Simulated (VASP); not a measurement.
Input of a VASP 6.6.1 run:

The input INCAR:

```
SYSTEM = SnTe
PREC = Accurate
ENCUT = 520
EDIFF = 1E-6
ISMEAR = 0
SIGMA = 0.024
LREAL = .FALSE.
LASPH = .TRUE.
NELM = 100
ALGO = Normal
ISIF = 2
LWAVE = .FALSE.
LCHARG = .TRUE.
GGA = PE
LELF = .TRUE.
LVHAR = .TRUE.
NBANDS = 17
```

Contents of KPOINTS:

```
regular mesh
0
G
  7 7 7
  0 0 0
```

Contents of POSCAR:

```
SnTe
1.0
    3.9047000000      0.0000000000      0.0000000000
    0.0000000000      3.9047000000      0.0000000000
    0.0000000000      0.0000000000      3.9047000000
Te Sn
1 1
Direct
    0.5000000000      0.5000000000      0.5000000000
    0.0000000000      0.0000000000      0.0000000000
```

Potentials or basis: VASP PAW PBE potentials, release 64 (Te, Sn_d).

Command:

```bash
$ cat potpaw_PBE.64/Te/POTCAR potpaw_PBE.64/Sn_d/POTCAR > POTCAR
$ mpirun -np 1 vasp_std > vasp.out
```

**Question.** Predict the band gap on the k mesh.

**Answer.** Zero (band 10 reaches 7.21 eV, above the bottom of band 11 at 6.18 eV).

**Question.** Estimate the pressure.

**Answer.** -1.1 GPa.

Caveat: spin-orbit coupling is left out, which moves the levels of the heavy elements.
